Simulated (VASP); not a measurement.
Set up this calculation in VASP 6.6.1, as the native input.

- Task: relaxation of cell and atoms
- Functional: PBE
- Potentials or basis: VASP PAW PBE potentials, release 64 (Sr_sv, Al, O)
- Cutoff: 600 eV
- k mesh: 4 × 4 × 4
- Occupations: gaussian, width 0.2 eV
- Spin: no spin polarisation
- Dipole correction: no
- Further INCAR settings: ALGO = Normal; EDIFF = 1e-07; IBRION = 2; EDIFFG = -0.08; NSW = 36; ISIF = 3

The structure of SrAlO4 lies in POSCAR:

```
SrAlO4
1.0
   -2.7370378400      2.7370378400      3.2696690200
    2.7370378400     -2.7370378400      3.2696690200
    2.7370378400      2.7370378400     -3.2696690200
Sr Al O
1 1 4
Direct
    0.5000000000      0.5000000000      0.0000000000
    0.0000000000      0.0000000000      0.0000000000
    0.1253580500      0.6253580500      0.5000000000
    0.6253580500      0.1253580500      0.5000000000
    0.8746419500      0.3746419500      0.5000000000
    0.3746419500      0.8746419500      0.5000000000
```

The cell was generated, and may not be a known phase.

One way to write it, as run:

INCAR

```
SYSTEM = SrAlO4
PREC     = Accurate       ! precision mode
ENCUT    = 600            ! plane-wave cutoff, eV
EDIFF    = 1E-7           ! SCF threshold, eV
ISMEAR   = 0              ! smearing method
SIGMA    = 0.2            ! smearing width, eV
LREAL    = .FALSE.        ! projectors in reciprocal space
LASPH    = .TRUE.         ! aspherical terms in the spheres
NELM     = 120            ! most SCF steps
ALGO     = Normal         ! electronic algorithm
ISIF     = 3              ! what is computed and relaxed
LWAVE    = .FALSE.        ! write WAVECAR
LCHARG   = .FALSE.        ! write CHGCAR
GGA      = PE             ! functional
IBRION   = 2              ! ionic algorithm
NSW      = 36             ! ionic steps
EDIFFG   = -0.08          ! ionic threshold
GGA_COMPAT= .FALSE.      
NELMIN   = 4
```

KPOINTS

```
Automatic mesh
0
G
  4 4 4
  0 0 0
```

Potentials or basis: VASP PAW PBE potentials, release 64 (Sr_sv, Al, O).

Run with:

```sh
$ cat potpaw_PBE.64/Sr_sv/POTCAR potpaw_PBE.64/Al/POTCAR potpaw_PBE.64/O/POTCAR > POTCAR
$ mpirun -np 1 vasp_std > vasp.out
```

It gave:

The relaxed volume is 12.98 Å³/atom, the relaxed cell is a = 4.998 Å, b = 4.998 Å, c = 4.998 Å, α = 126.56°, β = 126.56°, γ = 78.97° and the space group after relaxing (to 0.1 Å) is I4/mmm (No. 139). The energy gained by relaxing is 950.6 meV/atom, the ionic steps are 19 and the pressure after relaxing is 0.0 GPa. The largest force after relaxing is 0.010 eV/Å and the band gap on the k mesh is zero (an odd number of electrons rules out a gap without spin polarisation).

Caveat: the k points lie up to 0.40 Å⁻¹ apart in the final cell, too coarse for converged energies and pressures of a metal; the volume moved by over 15 % at a fixed basis, so the end points are rough; an odd number of electrons without spin polarisation forces a metal; a magnetic or distorted state may lie lower.

Wall time 16 min on 1 thread of Intel Xeon 8259CL, with other jobs on the host, peak memory 0.27 GiB.
